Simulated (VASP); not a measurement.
Here is a VASP 6.6.1 calculation.

INCAR

```
ALGO = Normal
EDIFF = 1E-6
ENCUT = 520
GGA = PE
ISIF = 2
ISMEAR = 0
LASPH = T
LCHARG = F
LREAL = F
LWAVE = F
NBANDS = 25
NELM = 60
PREC = Accurate
SIGMA = 0.01
```

The input KPOINTS:

```
k-points
0
Gamma
  8 8 8
```

File POSCAR:

```
SiO2
1.0
   -1.7274146578      1.7274146578      4.1730310934
    1.7274146578     -1.7274146578      4.1730310934
    1.7274146578      1.7274146578     -4.1730310934
Si O
2 4
Direct
    0.7500000000      0.2500000000      0.5000000000
    0.0000000000      0.0000000000      0.0000000000
    0.5421687974      0.0421687974      0.5000000000
    0.7921687974      0.7921687974      0.0000000000
    0.2078312026      0.2078312026      0.0000000000
    0.9578312026      0.4578312026      0.5000000000
```

Potentials or basis: VASP PAW PBE potentials, release 64 (Si, O).

Run with:

```bash
$ cat potpaw_PBE.64/Si/POTCAR potpaw_PBE.64/O/POTCAR > POTCAR
$ mpirun -np 1 vasp_std > vasp.out
```

(1) What does it give for the pressure?

(2) Estimate the band gap on the k mesh.

(3) Estimate the largest force.

## Answers

(1) 19.1 GPa.

(2) 6.87 eV (least direct gap 7.56 eV).

(3) 0.635 eV/Å.

Caveat: the cell stands under pressure.
